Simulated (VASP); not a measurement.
# CdS (Hawleyite): single point with PBEsol

Crystal: CdS (Hawleyite).

```
Cd S
1.0
     0.00000    2.95488    2.95488
     2.95488    0.00000    2.95488
     2.95488    2.95488    0.00000
Cd S
1 1
Direct
  0.00000 0.00000 0.00000
  0.75000 0.75000 0.75000
```

This cell differs from its parent crystal: volume scaled by 1.04.

- Program: VASP 6.6.1
- Task: single point
- Functional: PBEsol
- Potentials or basis: VASP PAW PBE potentials, release 64 (Cd, S)
- Cutoff: 520 eV
- k mesh: 8 × 8 × 8
- Occupations: fermi-dirac, width 0.05 eV
- Spin: no spin polarisation
- Dipole correction: no
- Further INCAR settings: ALGO = Normal; EDIFF = 1e-06; NBANDS = 16

| Item | Value |
| --- | --- |
| Pressure | -2.1 GPa |
| Band gap on the k mesh | 0.93 eV, direct |

Levels at points of the mesh, in eV from the valence-band top:
| k point | band 5 | band 6 | band 7 | band 8 | band 9 | band 10 | band 11 | band 12 | band 13 | band 14 |
| --- | --- | --- | --- | --- | --- | --- | --- | --- | --- | --- |
| (0.00, 0.00, 0.00) | -7.16 | -7.16 | 0.00 | 0.00 | 0.00 | 0.93 | 6.45 | 6.45 | 6.45 | 11.00 |
| (0.50, 0.00, 0.00) | -7.12 | -6.81 | -4.25 | -0.71 | -0.71 | 2.83 | 6.91 | 6.91 | 7.21 | 10.76 |
| (0.50, 0.50, 0.00) | -7.08 | -6.75 | -3.84 | -1.78 | -1.78 | 3.46 | 4.20 | 8.91 | 10.44 | 10.44 |

Wall time 16 s on 1 thread of Intel(R) Xeon(R) Platinum 8259CL CPU @ 2.50GHz (Skylake/Cascade Lake), with other jobs on the host, peak memory 0.18 GiB.

Caveat: the PAW data sets were made with another functional, which shifts forces and pressure a little.
